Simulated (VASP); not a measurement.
# CdS (I-4m2) in VASP: a series of runs

CdS is run at these levels: r2SCAN; tasks: single point.

All numbers are computed with VASP 6.6.1; they aren't measurements. Logs are shortened: lines on timing, memory, paths and dates and some standing lists are left out, and cuts for length are marked.

## Step 1: The cell of the first run

The structure is tetragonal, space group I-4m2 (No. 119). Conventional cell: a = 4.115 Å, b = 4.115 Å, c = 5.645 Å, α = 90.00°, β = 90.00°, γ = 90.00°. Cd (site symmetry -4m2) has 4 S at 2.50 Å within 3.3 Å. Within 3.3 Å of S (site symmetry -4m2) lie 4 Cd at 2.50 Å.

## Step 2: Single point, r2SCAN (strain -0.0300 x Voigt [0, 1, 0, 0, 0, 0])

Contents of POSCAR:

```
CdS
1.0
    0.0000000000      2.8227000000      2.9100000000
    2.9100000000      0.0000000000      2.9100000000
    2.9100000000      2.8227000000      0.0000000000
Cd S
1 1
Direct
    0.0000000000      0.0000000000      0.0000000000
    0.7500000000      0.7500000000      0.7500000000
```

Contents of INCAR.step1:

```
SYSTEM = CdS
ALGO = Normal
EDIFF = 1E-4
ENCUT = 520
GGA = PE
ISMEAR = 0
LASPH = .TRUE.
LCHARG = .FALSE.
LREAL = .FALSE.
LWAVE = .TRUE.
NBANDS = 16
NELM = 100
PREC = Accurate
SIGMA = 0.05
```

Contents of INCAR.step2:

```
SYSTEM = CdS
ALGO = Normal
EDIFF = 1E-6
ENCUT = 520
ISIF = 2
ISMEAR = 0
ISTART = 1
LASPH = .TRUE.
LCHARG = .TRUE.
LELF = .TRUE.
LMIXTAU = .TRUE.
LREAL = .FALSE.
LVHAR = .TRUE.
LWAVE = .FALSE.
METAGGA = R2SCAN
NBANDS = 16
NELM = 100
PREC = Accurate
SIGMA = 0.05
```

Contents of KPOINTS:

```
k-points
0
G
  8 8 8
  0 0 0
```

Potentials or basis: VASP PAW PBE potentials, release 64 (Cd, S).

Command:

```sh
$ cat potpaw_PBE.64/Cd/POTCAR potpaw_PBE.64/S/POTCAR > POTCAR
$ cp INCAR.step1 INCAR
$ mpirun -np 1 vasp_std > vasp.out
$ cp INCAR.step2 INCAR
$ mpirun -np 1 vasp_std > vasp.out
```

OUTCAR:

```text
SYSTEM = CdS
   EDIFF = 1E-6
   ENCUT = 520
   ISIF = 2
   ISMEAR = 0
   ISTART = 1
   LASPH = .TRUE.
   LREAL = .FALSE.
   METAGGA = R2SCAN
   NELM = 100
   PREC = Accurate

 ion  position               nearest neighbor table
   1  0.000  0.000  0.000-   2 2.50   2 2.50   2 2.50   2 2.50
   2  0.750  0.750  0.750-   1 2.50   1 2.50   1 2.50   1 2.50

  LATTYP: Found a body centered tetragonal cell.
 ALAT       =     4.1153614665
 C/A-ratio  =     1.3717871555

  Lattice vectors:

 A1 = (   0.0000000000,  -2.8227000000,   2.9100000000)
 A2 = (   0.0000000000,  -2.8227000000,  -2.9100000000)
 A3 = (   2.9100000000,   2.8227000000,   0.0000000000)

Analysis of symmetry for initial positions (statically):
=====================================================================
 Subroutine PRICEL returns:
 Original cell was already a primitive cell.

 Routine SETGRP: Setting up the symmetry group for a
 body centered tetragonal supercell.

 Subroutine GETGRP returns: Found  8 space group operations
 (whereof  8 operations were pure point group operations)
 out of a pool of 16 trial point group operations.

The static configuration has the point symmetry D_2d.

Analysis of symmetry for dynamics (positions and initial velocities):
=====================================================================
 Subroutine PRICEL returns:
 Original cell was already a primitive cell.

 Routine SETGRP: Setting up the symmetry group for a
 body centered tetragonal supercell.

 Subroutine GETGRP returns: Found  8 space group operations
 (whereof  8 operations were pure point group operations)
 out of a pool of 16 trial point group operations.

The dynamic configuration has the point symmetry D_2d.

 Subroutine INISYM returns: Found  8 space group operations
 (whereof  8 operations are pure point group operations),
 and found     1 'primitive' translations

----------------------------------------------------------------------------------------

                                     Primitive cell

  volume of cell :      47.8058

  direct lattice vectors                    reciprocal lattice vectors
     0.000000000  2.822700000  2.910000000    -0.171821306  0.177135367  0.171821306
     2.910000000  0.000000000  2.910000000     0.171821306 -0.177135367  0.171821306
     2.910000000  2.822700000  0.000000000     0.171821306  0.177135367 -0.171821306

  length of vectors
     4.054101046  4.115361467  4.054101046     0.300702611  0.300702611  0.300702611

  position of ions in fractional coordinates (direct lattice)
     0.000000000  0.000000000  0.000000000
     0.750000000  0.750000000  0.750000000

  ion indices of the primitive-cell ions
   primitive index   ion index
                 1           1
                 2           2

----------------------------------------------------------------------------------------

 KPOINTS: k-points

Automatic generation of k-mesh.
 Grid dimensions read from file:
 generate k-points for:    8    8    8

 Generating k-lattice:

  Cartesian coordinates                     Fractional coordinates (reciprocal lattice)
    -0.021477663  0.022141921  0.021477663     0.125000000  0.000000000  0.000000000
     0.021477663 -0.022141921  0.021477663    -0.000000000  0.125000000 -0.000000000
     0.021477663  0.022141921 -0.021477663     0.000000000  0.000000000  0.125000000

  Length of vectors
     0.037587826  0.037587826  0.037587826

  Shift w.r.t. Gamma in fractional coordinates (k-lattice)
     0.000000000  0.000000000  0.000000000

 Subroutine IBZKPT returns following result:
 ===========================================

 Found     59 irreducible k-points:

 Following reciprocal coordinates:
            Coordinates               Weight
  0.000000  0.000000  0.000000      1.000000
  0.125000  0.000000  0.000000      8.000000
  0.250000  0.000000  0.000000      8.000000
  0.375000  0.000000 -0.000000      8.000000
  0.500000  0.000000  0.000000      4.000000
  0.125000  0.125000  0.000000      4.000000
[... 16 lines left out ...]
  0.250000  0.000000  0.125000      8.000000
  0.375000  0.000000  0.125000      8.000000
 [... further k-points ...]
   k-points           NKPTS =     59   k-points in BZ     NKDIM =     59   number of bands    NBANDS=     16
   number of dos      NEDOS =    301   number of ions     NIONS =      2
   total plane-waves  NPLWV =  28800
   dimension x,y,z NGX =    30 NGY =   32 NGZ =   30
   dimension x,y,z NGXF=    60 NGYF=   64 NGZF=   60
   ions per type =               1   1
   NGX,Y,Z   is equivalent  to a cutoff of  12.30, 12.93, 12.30 a.u.
   NGXF,Y,Z  is equivalent  to a cutoff of  24.60, 25.85, 24.60 a.u.
 SYSTEM =  CdS
   PREC   = accura    normal or accurate (medium, high low for compatibility)
   ISTART =      1    job   : 0-new  1-cont  2-samecut
   ICHARG =      0    charge: 1-file 2-atom 10-const
   ISPIN  =      1    spin polarized calculation?
   LNONCOLLINEAR =      F non collinear calculations
   LSORBIT =      F    spin-orbit coupling
   LASPH  =      T    aspherical Exc in radial PAW
   ENCUT  =  520.0 eV  38.22 Ry    6.18 a.u.   7.54  7.65  7.54*2*pi/ulx,y,z
   NELM   =    100;   NELMIN=  2; NELMDL=  0     # of ELM steps
   EDIFF  = 0.1E-05   stopping-criterion for ELM
   LREAL  =      F    real-space projection
   EDIFFG = 0.1E-04   stopping-criterion for IOM
   NSW    =      0    number of steps for IOM
   IBRION =     -1    ionic relax: 0-MD 1-quasi-New 2-CG
   NFREE  =      0    steps in history (QN), initial steepest desc. (CG)
   ISIF   =      2    stress and relaxation
   ISYM   =      2    0-nonsym 1-usesym 2-fastsym
   POTIM  = 0.5000    time-step for ionic-motion
   TEBEG  =    0.0;   TEEND  =   0.0 temperature during run
   PSTRESS=    0.0 pullay stress
   NELECT =      18.0000    total number of electrons
   NUPDOWN=      -1.0000    fix difference up-down
   EMIN   =  10.00;   EMAX   =-10.00  energy-range for DOS
   EFERMI =   0.00;   METHOD = LEGACY
   ISMEAR =     0;   SIGMA  =   0.05  broadening in eV -4-tet -1-fermi 0-gaus
   EFERMI_NEDOS =   21; number of points for ismear=-14 and -15
   IALGO  =     38    algorithm
   IMIX   =      4    mixing-type and parameters
     AMIX     =   0.40;   BMIX     =  1.00
     AMIX_MAG =   1.60;   BMIX_MAG =  1.00
  volume/ion in A,a.u.               =      23.90       161.30
  Fermi-wavevector in a.u.,A,eV,Ry     =   1.182149  2.233937 19.013808  1.397475
  Thomas-Fermi vector in A             =   2.318408
   LORBIT       =      0    0 simple, 1 ext, 2 COOP (PROOUT), +10 PAW based schemes
   METAGGA = R2SCAN    functional components
   LHFCALC =     F    Hartree Fock is set to
   AEXX    =    0.0000 exact exchange contribution
   IVDW    =     0    specifies the selected vdW correction
   LEPSILON=     F    determine dielectric tensor
   LRPA    =     F    only Hartree local field effects (RPA)
 non-spin polarized calculation
 Gauss-broadening in eV      SIGMA  =   0.05
  energy-cutoff  :      520.00
  volume of cell :       47.81
 maximum number of plane-waves:      1307
   NGX = 15   NGY = 15   NGZ = 15

 number of electron      18.0000000 magnetization

 Free energy of the ion-electron system (eV)
  ---------------------------------------------------
  ext. energy  EPLUGINS =         0.00000000
  ---------------------------------------------------
  free energy    TOTEN  =       -29.64143142 eV

  energy without entropy =      -29.64143142  energy(sigma->0) =      -29.64143142

 E-fermi :   1.6941     XC(G=0):  -9.9210

 val. band max:        1.4393169536   @ k =   0.0000   0.0000   0.0000
 cond. band min:       3.0567196114   @ k =   0.0000   0.0000   0.0000
 fundamental gap:      1.6174026578
 Fermi energy:         1.6940949652

 k-point     1 :       0.0000    0.0000    0.0000
  band No.  band energies     occupation
      1     -11.7391      2.00000
      2      -6.7389      2.00000
      3      -6.7388      2.00000
      4      -6.7201      2.00000
      5      -6.1696      2.00000
      6      -6.1559      2.00000
[... 8 lines left out ...]
     15      13.5105      0.00000
     16      13.6867      0.00000

 k-point     2 :       0.1250    0.0000    0.0000
  band No.  band energies     occupation
      1     -11.6711      2.00000
      2      -6.7131      2.00000
      3      -6.7027      2.00000
      4      -6.6705      2.00000
      5      -6.1693      2.00000
      6      -6.1583      2.00000
[... 8 lines left out ...]
     15      12.9159      0.00000
     16      14.0983      0.00000

 k-point     3 :       0.2500    0.0000    0.0000
  band No.  band energies     occupation
      1     -11.5061      2.00000
      2      -6.6579      2.00000
      3      -6.6424      2.00000
      4      -6.4578      2.00000
      5      -6.1589      2.00000
      6      -6.1558      2.00000
[... 8 lines left out ...]
     15      12.5789      0.00000
     16      13.3176      0.00000

 k-point     4 :       0.3750    0.0000   -0.0000
  band No.  band energies     occupation
      1     -11.3410      2.00000
      2      -6.6155      2.00000
      3      -6.5949      2.00000
      4      -6.1435      2.00000
      5      -6.1306      2.00000
      6      -6.0477      2.00000
[... 8 lines left out ...]
     15      13.5359      0.00000
     16      13.5690      0.00000
[... 324 lines left out ...]
 k-point    22 :       0.1250    0.0000    0.1250
  band No.  band energies     occupation
      1     -11.6460      2.00000
      2      -6.6881      2.00000
      3      -6.6881      2.00000
      4      -6.6747      2.00000
      5      -6.1725      2.00000
      6      -6.1534      2.00000
[... 8 lines left out ...]
     15      13.3490      0.00000
     16      14.9882      0.00000

 k-point    23 :       0.2500    0.0000    0.1250
  band No.  band energies     occupation
      1     -11.5120      2.00000
      2      -6.6453      2.00000
      3      -6.6279      2.00000
      4      -6.5287      2.00000
      5      -6.1737      2.00000
      6      -6.1361      2.00000
[... 8 lines left out ...]
     15      13.3123      0.00000
     16      14.6733      0.00000

 k-point    24 :       0.3750    0.0000    0.1250
  band No.  band energies     occupation
      1     -11.3480      2.00000
      2      -6.5950      2.00000
      3      -6.5780      2.00000
      4      -6.2797      2.00000
      5      -6.1140      2.00000
      6      -6.0598      2.00000
[... 8 lines left out ...]
     15      14.0461      0.00000
     16      14.2461      0.00000

 [... further k-points ...]
[... 5 lines left out ...]
  --------------------------------------------------------------------------------------
  -------------------------------------------------------------------------------------
  Total        1.3172938      1.4238659      1.3172938      0.0000000      0.0000000      0.0000000
  in kB       44.1481538     47.7198387     44.1481538      0.0000000      0.0000000      0.0000000
  external PRESSURE =      45.3387154 kB  Pullay stress =       0.0000000 kB

 VOLUME and BASIS-vectors are now :
 -----------------------------------------------------------------------------
  energy-cutoff  :      520.00
  volume of cell :       47.81
      direct lattice vectors                 reciprocal lattice vectors
     0.000000000  2.822700000  2.910000000    -0.171821306  0.177135367  0.171821306
     2.910000000  0.000000000  2.910000000     0.171821306 -0.177135367  0.171821306
     2.910000000  2.822700000  0.000000000     0.171821306  0.177135367 -0.171821306

 POSITION                                       TOTAL-FORCE (eV/Angst)
 -----------------------------------------------------------------------------------
      0.00000      0.00000      0.00000        -0.000000     -0.000000     -0.000000
      4.36500      4.23405      4.36500         0.000000      0.000000      0.000000
 -----------------------------------------------------------------------------------
    total drift:                                0.000052      0.000097      0.000052

  FREE ENERGIE OF THE ION-ELECTRON SYSTEM (eV)
  ---------------------------------------------------
  free  energy   TOTEN  =       -29.6414314160 eV

  energy  without entropy=      -29.6414314160  energy(sigma->0) =      -29.64143142
```

It took 77 s on 1 thread of Intel Xeon 6975P-C (Granite Rapids), shared host; peak memory 0.2 GiB.

What came out:

```yaml
Free_energy: -29.6414 eV
Pressure: 4.5 GPa
Band_gap_on_the_k_mesh: 1.62 eV, direct
```

Caveat: the cell differs from its parent crystal (strain -0.0300 x Voigt [0, 1, 0, 0, 0, 0]); the PAW data sets were made with another functional, which shifts forces and pressure a little.

## Step 3: Single point, r2SCAN (strain -0.0150 x Voigt [0, 1, 0, 0, 0, 0])

Contents of POSCAR:

```
CdS
1.0
    0.0000000000      2.8663500000      2.9100000000
    2.9100000000      0.0000000000      2.9100000000
    2.9100000000      2.8663500000      0.0000000000
Cd S
1 1
Direct
    0.0000000000      0.0000000000      0.0000000000
    0.7500000000      0.7500000000      0.7500000000
```

Contents of INCAR.step1:

```
  PREC = Accurate
  ENCUT = 520
  ISMEAR = 0
  SIGMA = 0.05
  LREAL = F
  LASPH = T
  NELM = 60
  NBANDS = 16
  GGA = PE
  ALGO = Normal
  EDIFF = 1E-4
  LWAVE = T
  LCHARG = F
```

Contents of INCAR.step2:

```
  PREC = Accurate
  ENCUT = 520
  EDIFF = 1E-6
  ISMEAR = 0
  SIGMA = 0.05
  LREAL = F
  LASPH = T
  NELM = 60
  ALGO = Normal
  ISIF = 2
  LWAVE = F
  LCHARG = F
  METAGGA = R2SCAN
  LMIXTAU = T
  NBANDS = 16
  ISTART = 1
```

Contents of KPOINTS:

```
regular mesh
0
Gamma
  8 8 8
```

Potentials or basis: VASP PAW PBE potentials, release 64 (Cd, S).

Command:

```sh
$ cat potpaw_PBE.64/Cd/POTCAR potpaw_PBE.64/S/POTCAR > POTCAR
$ cp INCAR.step1 INCAR
$ mpirun -np 1 vasp_std > vasp.out
$ cp INCAR.step2 INCAR
$ mpirun -np 1 vasp_std > vasp.out
```

Wall time 79 s (1 thread of Intel Xeon 6975P-C (Granite Rapids), shared host); peak memory 0.2 GiB.

The run converged. Its results:

| Item | Value |
| --- | --- |
| Free energy | -29.6606 eV |
| Pressure | 3.4 GPa |
| Band gap on the k mesh | 1.61 eV, direct |

Stress tensor (GPa, compression positive):
```
3.30 0.00 0.00
0.00 3.51 0.00
0.00 0.00 3.30
```

Levels at points of the mesh, in eV from the valence-band top:
| k point | band 7 | band 8 | band 9 | band 10 | band 11 | band 12 |
| --- | --- | --- | --- | --- | --- | --- |
| (0.00, 0.00, 0.00) | -0.05 | -0.05 | 0.00 | 1.61 | 7.04 | 7.04 |
| (0.50, 0.00, 0.00) | -4.64 | -0.86 | -0.80 | 3.48 | 7.39 | 7.51 |
| (0.50, 0.50, 0.00) | -4.14 | -2.03 | -2.00 | 3.80 | 4.80 | 9.82 |
| (0.50, 0.00, 0.50) | -4.05 | -2.08 | -2.08 | 3.74 | 4.66 | 9.99 |

Caveat: the cell differs from its parent crystal (strain -0.0150 x Voigt [0, 1, 0, 0, 0, 0]); the PAW data sets were made with another functional, which shifts forces and pressure a little.
